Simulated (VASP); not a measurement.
# BaTiO3 (P4mm) in VASP: dielectric tensor with PBEsol

Aim: the dielectric tensor of BaTiO3 with PBEsol.

Everything below comes from runs of VASP 6.6.1. Logs are shortened: lines on timing, memory, paths and dates and some standing lists are left out, and cuts for length are marked.

**1. The cell of the first run**

The structure is tetragonal, space group P4mm (No. 99). Conventional cell: a = 4.000 Å, b = 4.000 Å, c = 4.018 Å, α = 90.00°, β = 90.00°, γ = 90.00°. Ba (site symmetry 4mm) has 12 O at 2.79 to 2.88 Å and 8 Ti at 3.45 to 3.49 Å within 3.7 Å. Within 2.5 Å of Ti (site symmetry 4mm) lie 6 O at 1.89 to 2.13 Å. O (site symmetry 4mm) has 2 Ti at 1.89 to 2.13 Å within 2.5 Å. Within 2.9 Å of O (site symmetry 2mm) lie 2 Ti at 2.00 Å and 4 Ba at 2.79 to 2.88 Å and 8 O at 2.83 to 2.84 Å.

**2. Dielectric tensor, PBEsol**

Contents of INCAR:

```
PREC = Accurate ; ENCUT = 520
EDIFF = 1E-8 ; ISMEAR = 0
SIGMA = 0.01 ; LREAL = F
LASPH = T ; NELM = 60
ALGO = Normal ; ISIF = 2
LWAVE = F ; LCHARG = F
GGA = PS ; LEPSILON = T
```

Contents of KPOINTS:

```
regular mesh
0
Gamma
  6 6 6
```

Contents of POSCAR:

```
BaTiO3
1.0
    3.9998000000      0.0000000000      0.0000000000
    0.0000000000      3.9998000000      0.0000000000
    0.0000000000      0.0000000000      4.0180000000
Ba Ti O
1 1 3
Direct
    0.0000000000      0.0000000000      0.0000000000
    0.5000000000      0.5000000000      0.4900000000
    0.5000000000      0.5000000000      0.0190000000
    0.5000000000      0.0000000000      0.5170000000
    0.0000000000      0.5000000000      0.5170000000
```

Potentials or basis: VASP PAW PBE potentials, release 64 (Ba_sv, Ti_sv, O).

Command:

```bash
$ cat potpaw_PBE.64/Ba_sv/POTCAR potpaw_PBE.64/Ti_sv/POTCAR potpaw_PBE.64/O/POTCAR > POTCAR
$ mpirun -np 1 vasp_std > vasp.out
```

OUTCAR:

```text
PREC = Accurate
   ENCUT = 520
   EDIFF = 1E-8
   ISMEAR = 0
   LREAL = F
   LASPH = T
   NELM = 60
   ISIF = 2
   GGA = PS
   LEPSILON = T

 ion  position               nearest neighbor table
   1  0.000  0.000  0.000-   4 2.79   5 2.79   5 2.79   4 2.79   3 2.83   3 2.83   3 2.83   3 2.83
                             4 2.88   5 2.88   5 2.88   4 2.88   2 3.45   2 3.45   2 3.45   2 3.45
   2  0.500  0.500  0.490-   3 1.89   4 2.00   5 2.00   4 2.00   5 2.00   3 2.13   1 3.45   1 3.45
                             1 3.45   1 3.45   1 3.49   1 3.49   1 3.49   1 3.49
   3  0.500  0.500  0.019-   2 1.89   2 2.13   1 2.83   1 2.83   1 2.83   1 2.83
   4  0.500  0.000  0.517-   2 2.00   2 2.00   1 2.79   1 2.79   1 2.88   1 2.88
   5  0.000  0.500  0.517-   2 2.00   2 2.00   1 2.79   1 2.79   1 2.88   1 2.88

  LATTYP: Found a simple tetragonal cell.
 ALAT       =     3.9998000000
 C/A-ratio  =     1.0045502275

  Lattice vectors:

 A1 = (   3.9998000000,   0.0000000000,   0.0000000000)
 A2 = (   0.0000000000,   3.9998000000,   0.0000000000)
 A3 = (   0.0000000000,   0.0000000000,   4.0180000000)

Analysis of symmetry for initial positions (statically):
=====================================================================
 Subroutine PRICEL returns:
 Original cell was already a primitive cell.

 Routine SETGRP: Setting up the symmetry group for a
 simple tetragonal supercell.

 Subroutine GETGRP returns: Found  8 space group operations
 (whereof  8 operations were pure point group operations)
 out of a pool of 16 trial point group operations.

The static configuration has the point symmetry C_4v.

Analysis of symmetry for dynamics (positions and initial velocities):
=====================================================================
 Subroutine PRICEL returns:
 Original cell was already a primitive cell.

 Routine SETGRP: Setting up the symmetry group for a
 simple tetragonal supercell.

 Subroutine GETGRP returns: Found  8 space group operations
 (whereof  8 operations were pure point group operations)
 out of a pool of 16 trial point group operations.

The dynamic configuration has the point symmetry C_4v.

 Subroutine INISYM returns: Found  8 space group operations
 (whereof  8 operations are pure point group operations),
 and found     1 'primitive' translations

----------------------------------------------------------------------------------------

                                     Primitive cell

  volume of cell :      64.2816

  direct lattice vectors                    reciprocal lattice vectors
     3.999800000  0.000000000  0.000000000     0.250012501  0.000000000  0.000000000
     0.000000000  3.999800000  0.000000000     0.000000000  0.250012501  0.000000000
     0.000000000  0.000000000  4.018000000     0.000000000  0.000000000  0.248880040

  length of vectors
     3.999800000  3.999800000  4.018000000     0.250012501  0.250012501  0.248880040

  position of ions in fractional coordinates (direct lattice)
     0.000000000  0.000000000  0.000000000
     0.500000000  0.500000000  0.490000000
     0.500000000  0.500000000  0.019000000
     0.500000000  0.000000000  0.517000000
     0.000000000  0.500000000  0.517000000

  ion indices of the primitive-cell ions
   primitive index   ion index
                 1           1
                 2           2
                 3           3
                 4           4
                 5           5

----------------------------------------------------------------------------------------

 KPOINTS: regular mesh

Automatic generation of k-mesh.
 Grid dimensions read from file:
 generate k-points for:    6    6    6

 Generating k-lattice:

  Cartesian coordinates                     Fractional coordinates (reciprocal lattice)
     0.041668750  0.000000000  0.000000000     0.166666667  0.000000000  0.000000000
     0.000000000  0.041668750  0.000000000     0.000000000  0.166666667  0.000000000
     0.000000000  0.000000000  0.041480007     0.000000000  0.000000000  0.166666667

  Length of vectors
     0.041668750  0.041668750  0.041480007

  Shift w.r.t. Gamma in fractional coordinates (k-lattice)
     0.000000000  0.000000000  0.000000000

 Subroutine IBZKPT returns following result:
[... 46 lines left out ...]
   LASPH  =      T    aspherical Exc in radial PAW
   ENCUT  =  520.0 eV  38.22 Ry    6.18 a.u.   7.44  7.44  7.47*2*pi/ulx,y,z
   NELM   =     60;   NELMIN=  2; NELMDL= -5     # of ELM steps
   EDIFF  = 0.1E-07   stopping-criterion for ELM
   LREAL  =      F    real-space projection
   EDIFFG = 0.1E-06   stopping-criterion for IOM
   NSW    =      0    number of steps for IOM
   IBRION =     -1    ionic relax: 0-MD 1-quasi-New 2-CG
   NFREE  =      0    steps in history (QN), initial steepest desc. (CG)
   ISIF   =      2    stress and relaxation
   ISYM   =      2    0-nonsym 1-usesym 2-fastsym
   POTIM  = 0.5000    time-step for ionic-motion
   TEBEG  =    0.0;   TEEND  =   0.0 temperature during run
   PSTRESS=    0.0 pullay stress
   NELECT =      40.0000    total number of electrons
   NUPDOWN=      -1.0000    fix difference up-down
   EMIN   =  10.00;   EMAX   =-10.00  energy-range for DOS
   EFERMI =   0.00;   METHOD = LEGACY
   ISMEAR =     0;   SIGMA  =   0.01  broadening in eV -4-tet -1-fermi 0-gaus
   EFERMI_NEDOS =   21; number of points for ismear=-14 and -15
   IALGO  =     38    algorithm
   IMIX   =      4    mixing-type and parameters
     AMIX     =   0.40;   BMIX     =  1.00
     AMIX_MAG =   1.60;   BMIX_MAG =  1.00
  volume/ion in A,a.u.               =      12.86        86.76
  Fermi-wavevector in a.u.,A,eV,Ry     =   1.397653  2.641181 26.578078  1.953434
  Thomas-Fermi vector in A             =   2.520888
   LORBIT       =      0    0 simple, 1 ext, 2 COOP (PROOUT), +10 PAW based schemes
   GGA     = PS    functional components
   LHFCALC =     F    Hartree Fock is set to
   AEXX    =    0.0000 exact exchange contribution
   IVDW    =     0    specifies the selected vdW correction
   LEPSILON=     T    determine dielectric tensor
   LRPA    =     F    only Hartree local field effects (RPA)
 non-spin polarized calculation
 Gauss-broadening in eV      SIGMA  =   0.01
  energy-cutoff  :      520.00
  volume of cell :       64.28
 maximum number of plane-waves:      1751
 NGX is ok and might be reduce to    30
   NGX = 15   NGY = 15   NGZ = 15

--------------------------------------- Ionic step        1  -------------------------------------------

 number of electron      39.9999978 magnetization

 E-fermi :   3.8573     XC(G=0): -11.5000

 val. band max:        3.7038157255   @ k =   0.5000   0.5000   0.5000
 cond. band min:       5.4284372671   @ k =   0.0000   0.0000   0.0000
 fundamental gap:      1.7246215416
 Fermi energy:         3.8573232478

 k-point     1 :       0.0000    0.0000    0.0000
  band No.  band energies     occupation
      1     -52.6320      2.00000
      2     -28.9863      2.00000
      3     -28.9554      2.00000
      4     -28.9554      2.00000
      5     -21.1010      2.00000
      6     -13.1401      2.00000
[... 637 lines left out ...]
     23       7.4486      0.00000
     24       8.4785      0.00000

 [... further k-points ...]

  FORCE on cell =-STRESS in cart. coord.  units (eV):
  Direction    XX          YY          ZZ          XY          YZ          ZX
  --------------------------------------------------------------------------------------
  -------------------------------------------------------------------------------------
  Total       -0.9394019     -0.9394019     -0.5548681      0.0000000      0.0000000      0.0000000
  in kB      -23.4139962    -23.4139962    -13.8297348      0.0000000      0.0000000      0.0000000
  external PRESSURE =     -20.2192424 kB  Pullay stress =       0.0000000 kB

 VOLUME and BASIS-vectors are now :
 -----------------------------------------------------------------------------
  energy-cutoff  :      520.00
  volume of cell :       64.28
      direct lattice vectors                 reciprocal lattice vectors
     3.999800000  0.000000000  0.000000000     0.250012501  0.000000000  0.000000000
     0.000000000  3.999800000  0.000000000     0.000000000  0.250012501  0.000000000
     0.000000000  0.000000000  4.018000000     0.000000000  0.000000000  0.248880040

 POSITION                                       TOTAL-FORCE (eV/Angst)
 -----------------------------------------------------------------------------------
      0.00000      0.00000      0.00000         0.000000     -0.000000      0.055933
      1.99990      1.99990      1.96882        -0.000000     -0.000000     -0.145091
      1.99990      1.99990      0.07634        -0.000000      0.000000      0.323848
      1.99990      0.00000      2.07731        -0.000000     -0.000000     -0.117345
      0.00000      1.99990      2.07731        -0.000000     -0.000000     -0.117345
 -----------------------------------------------------------------------------------
    total drift:                                0.000000      0.000000      0.000257

  FREE ENERGIE OF THE ION-ELECTRON SYSTEM (eV)
  ---------------------------------------------------
  free  energy   TOTEN  =       -41.9876566776 eV

  energy  without entropy=      -41.9876566776  energy(sigma->0) =      -41.98765668

 HEAD OF MICROSCOPIC STATIC DIELECTRIC TENSOR (INDEPENDENT PARTICLE, excluding Hartree and local field effects)
 ------------------------------------------------------
           6.852374     0.000000     0.000000
           0.000000     6.852374     0.000000
           0.000000    -0.000000     6.646557
 ------------------------------------------------------

 Free energy of the ion-electron system (eV)
  ---------------------------------------------------
  ---------------------------------------------------
  free energy    TOTEN  =        -1.05750390 eV

  energy without entropy =       -1.05750390

------------------------ aborting loop because EDIFF is reached ----------------------------------------

--------------------------------------- Ionic step        2  -------------------------------------------

------------------------ aborting loop because EDIFF is reached ----------------------------------------

--------------------------------------- Ionic step        3  -------------------------------------------

 Free energy of the ion-electron system (eV)
  ---------------------------------------------------
  ---------------------------------------------------
  free energy    TOTEN  =        -0.98407678 eV

  energy without entropy =       -0.98407678

------------------------ aborting loop because EDIFF is reached ----------------------------------------

 PIEZOELECTRIC TENSOR FIELD DIRECTION 3  (e Angst)
 -----------------------------------------------------------------------------
    -0.48849  0.00000  0.00000           (  0.06956  0.00000  0.00000)
     0.00000 -0.48849  0.00000           (  0.00000  0.06956  0.00000)
     0.00000  0.00000 -0.25951           (  0.00000  0.00000 -0.67015)

 PIEZOELECTRIC TENSOR FIELD DIRECTION 3  (C/m^2)
 -----------------------------------------------------------------------------
    -0.12175  0.00000  0.00000
     0.00000 -0.12175  0.00000
     0.00000  0.00000 -0.06468

 MACROSCOPIC STATIC DIELECTRIC TENSOR (including local field effects in DFT)
 ------------------------------------------------------
           6.661706    -0.000000     0.000000
           0.000000     6.661706     0.000000
          -0.000000    -0.000000     6.250544
 ------------------------------------------------------

 PIEZOELECTRIC TENSOR (including local field effects)  for field in x, y, z        (e  Angst)
          XX          YY          ZZ          XY          YZ          ZX
  --------------------------------------------------------------------------------
  x     0.00000     0.00000     0.00000     0.00000     0.00000    -0.22686
  y     0.00000    -0.00000     0.00000     0.00000    -0.22686     0.00000
  z    -0.48849    -0.48849    -0.25951     0.00000     0.00000     0.00000

 PIEZOELECTRIC TENSOR (including local field effects)  for field in x, y, z        (C/m^2)
          XX          YY          ZZ          XY          YZ          ZX
  --------------------------------------------------------------------------------
  x     0.00000     0.00000     0.00000     0.00000     0.00000    -0.05654
  y     0.00000    -0.00000     0.00000     0.00000    -0.05654     0.00000
  z    -0.12175    -0.12175    -0.06468     0.00000     0.00000     0.00000

 BORN EFFECTIVE CHARGES (including local field effects) (in |e|, cummulative output)
 ---------------------------------------------------------------------------------
 ion    1
    1     2.73304     0.00000     0.00000
    2     0.00000     2.73304     0.00000
    3     0.00000     0.00000     2.78463
 ion    2
    1     7.22771     0.00000     0.00000
    2     0.00000     7.22771    -0.00000
    3     0.00000     0.00000     6.50680
 ion    3
    1    -2.05505     0.00000     0.00000
    2     0.00000    -2.05505    -0.00000
    3     0.00000     0.00000    -5.24428
 ion    4
    1    -2.15433     0.00000     0.00000
    2     0.00000    -5.75137     0.00000
    3     0.00000     0.00000    -2.02358
 ion    5
    1    -5.75137     0.00000     0.00000
    2     0.00000    -2.15433     0.00000
    3     0.00000     0.00000    -2.02358
```

Run time: 25 min. Hardware: 1 thread of AMD EPYC 7R43 (Zen 3), shared host; peak memory 0.43 GiB.

What came out:

```
Band gap on the k mesh                  : 1.72 eV (least direct gap 2.02 eV)
Electronic dielectric tensor (diagonal) : 6.66, 6.66, 6.25
Born charges (mean of the diagonal)     : Ba +2.75; Ti +6.99; O -3.12, -3.31 (each value once) e
```

Levels at points of the mesh, in eV from the valence-band top:
| k point | band 18 | band 19 | band 20 | band 21 | band 22 | band 23 |
| --- | --- | --- | --- | --- | --- | --- |
| (0.00, 0.00, 0.00) | -0.30 | -0.29 | -0.29 | 1.72 | 1.95 | 1.95 |
| (0.50, 0.00, 0.00) | -1.76 | -0.96 | -0.85 | 2.09 | 3.49 | 3.52 |
| (0.50, 0.50, 0.00) | -0.98 | -0.98 | -0.09 | 3.53 | 3.53 | 3.92 |
| (0.00, 0.00, 0.50) | -1.97 | -0.71 | -0.71 | 1.89 | 3.55 | 3.55 |
| (0.50, 0.00, 0.50) | -0.91 | -0.90 | -0.17 | 3.51 | 3.56 | 3.91 |
| (0.50, 0.50, 0.50) | -0.08 | -0.08 | 0.00 | 4.17 | 4.17 | 4.17 |

Electronic dielectric tensor:
```
6.66 0.00 0.00
0.00 6.66 0.00
0.00 0.00 6.25
```

Born effective charge tensors (e):
atom 1, Ba
```
2.73 0.00 0.00
0.00 2.73 0.00
0.00 0.00 2.78
```
atom 2, Ti
```
7.23 0.00 0.00
0.00 7.23 0.00
0.00 0.00 6.51
```
atom 3, O
```
-2.06  0.00  0.00
 0.00 -2.06  0.00
 0.00  0.00 -5.24
```
atom 4, O
```
-2.15  0.00  0.00
 0.00 -5.75  0.00
 0.00  0.00 -2.02
```
atom 5, O
```
-5.75  0.00  0.00
 0.00 -2.15  0.00
 0.00  0.00 -2.02
```

Caveat: the PAW data sets were made with another functional, which shifts forces and pressure a little; spin-orbit coupling is left out, which moves the levels of the heavy elements. As with any semilocal functional, this PBEsol gap is likely too small.
